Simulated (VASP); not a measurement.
Wanted: the native input for a VASP 6.6.1 run.

* Task: single point
* Functional: PBE
* Potentials or basis: VASP PAW PBE potentials, release 64 (Mo_sv, Si)
* Cutoff: 500 eV
* k mesh: 18 × 18 × 18
* Occupations: gaussian, width 0.05 eV
* Spin: no spin polarisation
* Dipole correction: no
* Further INCAR settings: ALGO = Normal; EDIFF = 1e-06; NBANDS = 18

The structure of Si2Mo lies in POSCAR:

```
Si2Mo
1.0
   -1.6084865286      1.6084865286      3.9364202456
    1.6084865286     -1.6084865286      3.9364202456
    1.6084865286      1.6084865286     -3.9364202456
Mo Si
1 2
Direct
    0.0000000000      0.0000000000      0.0000000000
    0.3350993465      0.3350993465      0.0000000000
    0.6649006535      0.6649006535      0.0000000000
```

One way to write it, as run:

INCAR

```
PREC     = Accurate       # precision mode
ENCUT    = 500            # plane-wave cutoff, eV
EDIFF    = 1E-6           # SCF threshold, eV
ISMEAR   = 0              # smearing method
SIGMA    = 0.05           # smearing width, eV
LREAL    = F              # projectors in reciprocal space
LASPH    = T              # aspherical terms in the spheres
NELM     = 120            # most SCF steps
ALGO     = Normal         # electronic algorithm
ISIF     = 2              # what is computed and relaxed
LWAVE    = F              # write WAVECAR
LCHARG   = F              # write CHGCAR
GGA      = PE             # functional
NBANDS   = 18             # bands
GGA_COMPAT= F
```

KPOINTS

```
Automatic mesh
0
Gamma
  18 18 18
```

Potentials or basis: VASP PAW PBE potentials, release 64 (Mo_sv, Si).

The run is started by

```sh
$ cat potpaw_PBE.64/Mo_sv/POTCAR potpaw_PBE.64/Si/POTCAR > POTCAR
$ mpirun -np 1 vasp_std > vasp.out
```

Results of the run:

```yaml
Pressure: 0.2 GPa
Largest_force: 0.005 eV/Å
Band_gap_on_the_k_mesh: zero (bands 11 and 12 overlap by 0.94 eV)
```

Wall time 8.1 min on 1 thread of Oxide Virtual Turin-like Processor, on a shared host, peak memory 0.41 GiB.
